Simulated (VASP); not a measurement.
# HC9 in VASP: further runs, part 3 of 3

VASP 6.6.1. The steps go on from the part before.

## 4. Single point, PBE+D3(BJ)

INCAR reads:

```
SYSTEM = HC9
ALGO     = Normal         ! electronic algorithm
EDIFF    = 1E-6           ! SCF threshold, eV
ENCUT    = 520            ! plane-wave cutoff, eV
GGA      = PE             ! functional
ISIF     = 2              ! what is computed and relaxed
ISMEAR   = -1             ! smearing method
IVDW     = 12             ! dispersion correction
LASPH    = .True.         ! aspherical terms in the spheres
LCHARG   = .True.         ! write CHGCAR
LELF     = .True.         ! ELF
LREAL    = Auto         
LVHAR    = .True.       
LWAVE    = .False.        ! write WAVECAR
NBANDS   = 53             ! bands
NELM     = 60             ! most SCF steps
PREC     = Accurate       ! precision mode
SIGMA    = 0.02           ! smearing width, eV
```

KPOINTS reads:

```
k-points
0
Gamma
  2 2 1
  0 0 0
```

POSCAR reads:

```
HC9
1.0
    7.3980000000      0.0000000000      0.0000000000
   -3.6990000000      6.4068560000      0.0000000000
    0.0000000000      0.0000000000     12.0000000000
C H
18 2
Direct
    0.0029006434      0.0142208597      0.0691234167
    0.2225494076      0.1240647519      0.0688244167
    0.0012586263      0.3453520728      0.0692864167
    0.2241906943      0.4567969063      0.0690673333
    0.0006653418      0.6803001347      0.0692657500
    0.2247509222      0.7923466674      0.0692395000
    0.3345574383      0.0120172827      0.0690843333
    0.5574813374      0.1234582141      0.0692554167
    0.3339919181      0.3469570722      0.0687891667
    0.5580417210      0.4589931473      0.0690729167
    0.3362021196      0.6808784215      0.0692383333
    0.5558696125      0.7907143535      0.0692691667
    0.6673268005      0.0136371100      0.0693367500
    0.8914122872      0.1256691269      0.0693084167
    0.6695295242      0.3475537768      0.0692524167
    0.8891977456      0.4573773782      0.0693236667
    0.6679081712      0.6786665722      0.0692525833
    0.8908301353      0.7901331012      0.0692704167
    0.2252632087      0.2329070608      0.3254717500
    0.3336180285      0.2553477088      0.3392673333
```

The run is started by

```
$ cat potpaw_PBE.64/C/POTCAR potpaw_PBE.64/H/POTCAR > POTCAR
$ mpirun -np 1 vasp_std > vasp.out
```

Run time: 7.8 min. Hardware: 1 thread of Intel Xeon 8259CL, shared host; peak memory 0.58 GiB.

It converged, with:

```yaml
Free_energy: -174.0464 eV
Largest_force: 0.031 eV/Å
Band_gap_on_the_k_mesh: 0.21 eV
Dispersion_energy_per_atom: -0.083 eV
```

Forces in eV/Å, atoms in the order of the input:
```
C   -0.004  0.005  0.002
C   -0.001  0.006 -0.002
C    0.006  0.000  0.000
C    0.009 -0.003  0.001
C   -0.003  0.000  0.006
C   -0.002  0.000 -0.003
C    0.000  0.001  0.001
C   -0.005  0.003  0.000
C    0.000  0.001 -0.006
C    0.002  0.001  0.000
C    0.004 -0.001 -0.001
C   -0.003 -0.003  0.003
C   -0.004 -0.005 -0.002
C    0.002  0.002  0.006
C   -0.006 -0.002  0.003
C    0.001  0.010  0.001
C   -0.001 -0.006 -0.003
C    0.003 -0.008 -0.001
H    0.030  0.004  0.000
H   -0.029 -0.006 -0.007
```

Levels at points of the mesh, in eV from the valence-band top:
| k point | band 34 | band 35 | band 36 | band 37 | band 38 | band 39 | band 40 | band 41 |
| --- | --- | --- | --- | --- | --- | --- | --- | --- |
| (0.00, 0.00, 0.00) | -2.94 | -2.94 | 0.00 | 0.00 | 0.21 | 0.21 | 3.40 | 4.52 |
| (0.50, 0.00, 0.00) | -2.57 | -2.53 | -2.52 | -2.25 | 1.78 | 2.59 | 2.59 | 2.66 |
| (0.00, 0.50, 0.00) | -2.57 | -2.52 | -2.52 | -2.26 | 1.79 | 2.59 | 2.59 | 2.66 |
| (0.50, 0.50, 0.00) | -2.57 | -2.53 | -2.52 | -2.25 | 1.78 | 2.59 | 2.59 | 2.66 |

Caveat: the k points lie up to 0.49 Å⁻¹ apart.

## 5. Single point, PBE+D3(BJ)

INCAR reads:

```
PREC     = Accurate       # precision mode
ENCUT    = 520            # plane-wave cutoff, eV
EDIFF    = 1E-6           # SCF threshold, eV
ISMEAR   = -1             # smearing method
SIGMA    = 0.02           # smearing width, eV
LREAL    = Auto         
LASPH    = T              # aspherical terms in the spheres
NELM     = 100            # most SCF steps
ALGO     = Normal         # electronic algorithm
ISIF     = 2              # what is computed and relaxed
LWAVE    = F              # write WAVECAR
LCHARG   = F              # write CHGCAR
GGA      = PE             # functional
IVDW     = 12             # dispersion correction
NBANDS   = 53             # bands
```

KPOINTS reads:

```
regular mesh
0
Gamma
  2 2 1
```

POSCAR reads:

```
HC9
1.0
    7.3980000000      0.0000000000      0.0000000000
   -3.6990000000      6.4068560000      0.0000000000
    0.0000000000      0.0000000000     12.0000000000
C H
18 2
Direct
    0.0024372443      0.0145876542      0.0693069167
    0.2227553553      0.1247621298      0.0690253333
    0.0018283430      0.3456734473      0.0694660833
    0.2233573983      0.4564201224      0.0692640000
    0.0001689154      0.6795887093      0.0694631667
    0.2249990523      0.7920140549      0.0694296667
    0.3351361421      0.0123477100      0.0692902500
    0.5566419337      0.1230840837      0.0694860833
    0.3334967934      0.3462509537      0.0689884167
    0.5582831523      0.4586533551      0.0692713333
    0.3357512317      0.6812523959      0.0694385833
    0.5560789410      0.7914157896      0.0694624167
    0.6668257532      0.0129283380      0.0695390000
    0.8916549059      0.1253349537      0.0694796667
    0.6690578475      0.3479180740      0.0694831667
    0.8894006262      0.4580753805      0.0695327500
    0.6684816003      0.6789888832      0.0694326667
    0.8899995719      0.7897506983      0.0694624167
    0.2815190439      0.2323222186      0.3243919167
    0.3907829433      0.2560227669      0.3367855000
```

The run is started by

```
$ cat potpaw_PBE.64/C/POTCAR potpaw_PBE.64/H/POTCAR > POTCAR
$ mpirun -np 1 vasp_std > vasp.out
```

Wall time 7.5 min (1 thread of Intel Xeon 8259CL, shared host); peak memory 0.58 GiB.

It converged, with:

| Item | Value |
| --- | --- |
| Free energy | -174.0482 eV |
| Largest force | 0.034 eV/Å |
| Band gap on the k mesh | 0.22 eV |
| Dispersion energy per atom | -0.083 eV |

Forces in eV/Å, atoms in the order of the input:
```
C   -0.002 -0.007  0.003
C    0.000  0.003  0.002
C    0.001  0.002 -0.002
C    0.005  0.000  0.007
C    0.005  0.003  0.008
C   -0.005 -0.009 -0.004
C   -0.001  0.006  0.003
C   -0.005  0.010 -0.002
C    0.006  0.003 -0.008
C   -0.006  0.000 -0.003
C   -0.002 -0.004 -0.002
C    0.001 -0.002  0.000
C    0.004 -0.001 -0.004
C   -0.004 -0.001  0.006
C   -0.006 -0.003  0.002
C    0.002  0.001  0.000
C   -0.004  0.000 -0.001
C    0.004 -0.003  0.000
H    0.033  0.006 -0.001
H   -0.025 -0.006 -0.006
```

Levels at points of the mesh, in eV from the valence-band top:
```
           k point  band 34  band 35  band 36  band 37  band 38  band 39  band 40  band 41
(0.00, 0.00, 0.00)    -2.93    -2.93     0.00     0.00     0.22     0.22     3.41     4.52
(0.50, 0.00, 0.00)    -2.57    -2.53    -2.52    -2.25     1.78     2.59     2.59     2.66
(0.00, 0.50, 0.00)    -2.57    -2.52    -2.52    -2.25     1.79     2.59     2.59     2.66
(0.50, 0.50, 0.00)    -2.57    -2.53    -2.52    -2.25     1.78     2.59     2.59     2.66
```

Caveat: the k points lie up to 0.49 Å⁻¹ apart.

## 6. Single point, PBE+D3(BJ)

INCAR reads:

```
PREC = Accurate
ENCUT = 520
EDIFF = 1E-6
ISMEAR = -1
SIGMA = 0.02
LREAL = Auto
LASPH = True
NELM = 80
ALGO = Normal
ISIF = 2
LWAVE = False
LCHARG = False
GGA = PE
IVDW = 12
NBANDS = 53
```

KPOINTS reads:

```
Automatic mesh
0
Gamma
  2 2 1
```

POSCAR reads:

```
HC9
1.0
    7.3980000000      0.0000000000      0.0000000000
   -3.6990000000      6.4068560000      0.0000000000
    0.0000000000      0.0000000000     12.0000000000
C H
18 2
Direct
    0.0021223212      0.0148150669      0.0699129167
    0.2231828368      0.1253554005      0.0696715000
    0.0022959540      0.3462220783      0.0700399167
    0.2230014352      0.4565635625      0.0698825833
    0.0001813813      0.6793611406      0.0700337500
    0.2251025640      0.7918350280      0.0699885000
    0.3356118384      0.0128989945      0.0698550000
    0.5562856069      0.1232281481      0.0700237500
    0.3335179022      0.3460293161      0.0696365833
    0.5583904431      0.4584732355      0.0698320000
    0.3354483935      0.6814866761      0.0700079167
    0.5565026183      0.7920128063      0.0700280833
    0.6668346114      0.0127013936      0.0700910000
    0.8917577514      0.1251540537      0.0700462500
    0.6687406878      0.3481423650      0.0700240833
    0.8898218439      0.4586709924      0.0700926667
    0.6689469190      0.6795386068      0.0699838333
    0.8896465699      0.7898878951      0.0700248333
    0.3351583928      0.2284224899      0.3220083333
    0.4472177569      0.2565923130      0.3288158333
```

Potentials or basis: VASP PAW PBE potentials, release 64 (C, H).

The run is started by

```
$ cat potpaw_PBE.64/C/POTCAR potpaw_PBE.64/H/POTCAR > POTCAR
$ mpirun -np 1 vasp_std > vasp.out
```

OUTCAR:

```text
PREC = Accurate
   ENCUT = 520
   EDIFF = 1E-6
   ISMEAR = -1
   LREAL = Auto
   LASPH = True
   NELM = 80
   ISIF = 2
   GGA = PE
   IVDW = 12
 IVDW          = 12

 ion  position               nearest neighbor table
   1  0.002  0.015  0.070-  14 1.41   2 1.42  18 1.44
   2  0.223  0.125  0.070-   9 1.41   1 1.42   7 1.44
   3  0.002  0.346  0.070-   4 1.41  14 1.42  16 1.44
[... 442 lines left out ...]
  -------------------------------------------------------------------------------------
  Total       1.15222     1.17591    -0.18155    -0.00619     0.00428     0.02583
  in kB       3.24566     3.31240    -0.51140    -0.01743     0.01207     0.07276
  external pressure =        2.02 kB  Pullay stress =        0.00 kB

 VOLUME and BASIS-vectors are now :
 -----------------------------------------------------------------------------
  energy-cutoff  :      520.00
  volume of cell :      568.78
      direct lattice vectors                 reciprocal lattice vectors
     7.398000000  0.000000000  0.000000000     0.135171668  0.078041398  0.000000000
    -3.699000000  6.406856000  0.000000000     0.000000000  0.156082796  0.000000000
     0.000000000  0.000000000 12.000000000     0.000000000  0.000000000  0.083333333

 POSITION                                       TOTAL-FORCE (eV/Angst)
 -----------------------------------------------------------------------------------
     -0.03910      0.09492      0.83896        -0.003401     -0.007744      0.002160
      1.18742      0.80313      0.83606         0.003294      0.002947      0.000690
     -1.26369      2.21819      0.84048        -0.002559      0.001477     -0.002551
     -0.03906      2.92514      0.83859         0.000923     -0.000347      0.003477
     -2.51162      4.35257      0.84041         0.007793     -0.001649      0.002406
     -1.26369      5.07317      0.83986        -0.006811     -0.004546     -0.001252
[... 12 lines left out ...]
      1.63457      1.46347      3.86410         0.031957      0.007154     -0.002661
      2.35938      1.64395      3.94579        -0.023970     -0.006560     -0.003830
 -----------------------------------------------------------------------------------
    total drift:                                0.006356     -0.007633      0.051546

  FREE ENERGIE OF THE ION-ELECTRON SYSTEM (eV)
  ---------------------------------------------------
  free  energy   TOTEN  =      -174.0520886115 eV

  energy  without entropy=     -174.0509480871  energy(sigma->0) =     -174.05151835
```

stdout:

```text
POSCAR found type information on POSCAR C H
 POSCAR found :  2 types and      20 ions
 scaLAPACK will be used
 LDA part: xc-table for (Slater+PW92), standard interpolation
 POSCAR, INCAR and KPOINTS ok, starting setup
 FFT: planning ... GRIDC
 FFT: planning ... GRID_SOFT
 FFT: planning ... GRID
 WAVECAR not read
 entering main loop
```

Wall time 7 min (1 thread of Intel Xeon 8259CL, shared host); peak memory 0.58 GiB.

Results:

```
Free energy                : -174.0521 eV
Largest force              : 0.033 eV/Å
Band gap on the k mesh     : 0.22 eV
Dispersion energy per atom : -0.083 eV
```

Forces in eV/Å, atoms in the order of the input:
```
C   -0.003 -0.008  0.002
C    0.003  0.003  0.001
C   -0.003  0.001 -0.003
C    0.001  0.000  0.003
C    0.008 -0.002  0.002
C   -0.007 -0.005 -0.001
C   -0.006  0.010  0.003
C   -0.005  0.010  0.001
C    0.005  0.005 -0.003
C   -0.008 -0.004 -0.001
C   -0.002 -0.007 -0.003
C    0.006 -0.002  0.000
C    0.006  0.001  0.000
C   -0.006 -0.004  0.002
C   -0.002 -0.002  0.000
C    0.005  0.001  0.002
C    0.000 -0.001  0.002
C   -0.001  0.002 -0.001
H    0.032  0.007 -0.003
H   -0.024 -0.007 -0.004
```

Caveat: the k points lie up to 0.49 Å⁻¹ apart.

## 7. Overview

```tsv
cell	gap on the mesh (eV)	largest force (eV/Å)
as given, atomic positions A	0.21	0.03
as given, atomic positions B	0.21	0.03
as given, atomic positions C	0.21	0.03
as given, atomic positions D	0.22	0.03
as given, atomic positions E	0.22	0.03
```

Alike in all rows: task single point; level PBE+D3(BJ); potentials or basis VASP PAW PBE potentials, release 64 (C, H); no spin polarisation; k mesh 2 × 2 × 1; cutoff (eV) 520; smearing fermi-dirac 0.02 eV.

Caveats: all runs use coarse meshes.

Total energies depend on the potentials used, so only differences within one code and one set of settings carry meaning.
